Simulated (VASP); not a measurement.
The system is BaTiO3.

```
CELL_PARAMETERS angstrom
3.91815 0.00000 0.00000
0.00000 3.91815 0.00000
0.00000 0.00000 3.93598
ATOMIC_POSITIONS crystal
Ba 0.00000 0.00000 0.00000
Ti 0.50000 0.50000 0.49000
O 0.00000 0.50000 0.51700
O 0.50000 0.00000 0.51700
O 0.50000 0.50000 0.01900
```

Base run:

- Program: VASP 6.6.1
- Functional: revPBE
- Potentials or basis: VASP PAW PBE potentials, release 64 (Ba_sv, Ti_sv, O)
- Cutoff: 520 eV
- k mesh: 7 × 7 × 7
- Occupations: fermi-dirac, width 0.05 eV
- Spin: no spin polarisation

Its results: band gap on the k mesh 2.03 eV, indirect (least direct gap 2.16 eV); pressure 20.2 GPa; largest force 0.186 eV/Å.

Q: After a change of settings the same cell gave: band gap on the k mesh 2.42 eV, indirect (least direct gap 2.55 eV); pressure 14.1 GPa; largest force 0.246 eV/Å. Which change was it?
A. functional from revPBE to r2SCAN
B. dispersion from none to D3(BJ)
C. functional from revPBE to PBE
D. functional from revPBE to PBEsol; further incar settings from ALGO = Normal; EDIFF = 1e-06; NBANDS = 28 to ALGO = Normal; EDIFF = 1e-07; NBANDS = 28

A: A.

r2SCAN gives the wider gap, since meta-GGAs in the generalised Kohn-Sham scheme recover part of the derivative discontinuity.

Caveats: the PAW data sets were made with another functional, which shifts forces and pressure a little; spin-orbit coupling is left out, which moves the levels of the heavy elements.
